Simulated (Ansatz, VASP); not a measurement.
# Sn: VASP beside Ansatz

```
Sn
1.0
     3.08770    0.06175    0.06175
     0.06175    3.08770    0.06175
     0.06175    0.06175    3.08770
Sn
1
Direct
  0.00000 0.00000 0.00000
```

Alike in both runs: task electric field gradients; functional PBE; k mesh 14 × 14 × 14; occupations fermi-dirac, width 0.03 eV; no spin polarisation.

|  | VASP | Ansatz |
| --- | --- | --- |
| version | VASP 6.6.1 | Ansatz 0.2.0 |
| potentials or method | VASP PAW PBE potentials, release 64 (Sn_d), cutoff 520 eV | PAW with Ansatz's default frozen-core files, scalar-relativistic |
| valence electrons in the cell | 14 | 14 |

|  | VASP | Ansatz | Ansatz less VASP |
| --- | --- | --- | --- |
| gap on the k mesh at the Fermi level (eV) | none | none | - |
| pressure (GPa) | 0.0 | 0.1 | +0.05 |
| traceless stress, the component that is largest in VASP (GPa) | -0.15 | -0.15 | +0.001 |

A gap of «none» marks a metal or a gap that the smearing closes.
